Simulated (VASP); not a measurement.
Wanted: the native input for a VASP 6.6.1 run.

```
Task                   : relaxation of cell and atoms
Functional             : PBE
Potentials or basis    : VASP PAW PBE potentials, release 64 (Nb_sv, W_sv, C, N)
Cutoff                 : 600 eV
k mesh                 : 12 × 12 × 12
Occupations            : gaussian, width 0.1 eV
Spin                   : no spin polarisation
Dipole correction      : no
Further INCAR settings : ALGO = Normal; EDIFF = 1e-07; IBRION = 2; EDIFFG = -0.01; NSW = 100; ISIF = 3
```

The structure of NbWCN lies in POSCAR:

```
NbWCN
1.0
    3.9576994803      0.0000000000      0.0000000000
    0.0000000000      3.9576994803      0.0000000000
    0.0000000000      0.0000000000      3.9730398896
Nb W C N
1 1 1 1
Direct
    0.5000000000      0.5000000000      0.5000000000
    0.0000000000      0.0000000000      0.5000000000
    0.5000000000      0.5000000000      0.0000000000
    0.0000000000      0.0000000000      0.0000000000
```

The cell was built from a structure type or drawn by symmetry, and may not be a known phase.

One way to write it, as run:

INCAR

```
PREC = Accurate
ENCUT = 600
EDIFF = 1E-7
ISMEAR = 0
SIGMA = 0.1
LREAL = False
LASPH = True
NELM = 60
ALGO = Normal
ISIF = 3
LWAVE = False
LCHARG = False
GGA = PE
IBRION = 2
NSW = 100
EDIFFG = -0.01
```

KPOINTS

```
Automatic mesh
0
Gamma
  12 12 12
```

Potentials or basis: VASP PAW PBE potentials, release 64 (Nb_sv, W_sv, C, N).

Command:

```bash
$ cat potpaw_PBE.64/Nb_sv/POTCAR potpaw_PBE.64/W_sv/POTCAR potpaw_PBE.64/C/POTCAR potpaw_PBE.64/N/POTCAR > POTCAR
$ mpirun -np 1 vasp_std > vasp.out
```

Results of the run:

The relaxed volume is 15.70 Å³/atom. The relaxed cell is a = 3.982 Å, b = 3.982 Å, c = 3.961 Å, α = 90.00°, β = 90.00°, γ = 90.00° and the space group after relaxing (to 0.1 Å) is P4/mmm (No. 123). The energy gained by relaxing is 0.5 meV/atom. The ionic steps are 5 and the pressure after relaxing is 0.0 GPa. The band gap on the k mesh is zero (bands 18 and 19 overlap by 2.46 eV).

Caveat: spin-orbit coupling is left out, which moves the levels of the heavy elements.

Run time: 22 min on 1 thread of Intel Xeon 8259CL (shared host), peak memory 0.49 GiB.
